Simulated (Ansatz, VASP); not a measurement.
Two plane-wave programs on P

```
P
1.0
     3.40102    0.00000    0.00000
    -1.70051    2.94537    0.00000
     0.00000    0.00000    3.28485
P
2
Direct
  0.33333 0.66667 0.25000
  0.66667 0.33333 0.75000
```

Alike in both runs: task single point; functional BLYP; k mesh 12 × 12 × 11; occupations fermi-dirac, width 0.1 eV; no spin polarisation.

|  | VASP | Ansatz |
| --- | --- | --- |
| version | VASP 6.6.1 | Ansatz 0.2.0 |
| potentials or method | VASP PAW PBE potentials, release 64 (P), cutoff 520 eV | plane waves (420 eV) with PAW, scalar-relativistic |
| valence electrons in the cell | 10 | 10 |

|  | VASP | Ansatz | Ansatz less VASP |
| --- | --- | --- | --- |
| pressure (GPa) | 2.9 | 2.8 | -0.13 |
| traceless stress, the component that is largest in VASP (GPa) | 0.19 | 0.16 | -0.033 |

VASP's potentials were made for PBE, not for BLYP. With one functional, cell and mesh, what is left measures potentials, basis and numerics.
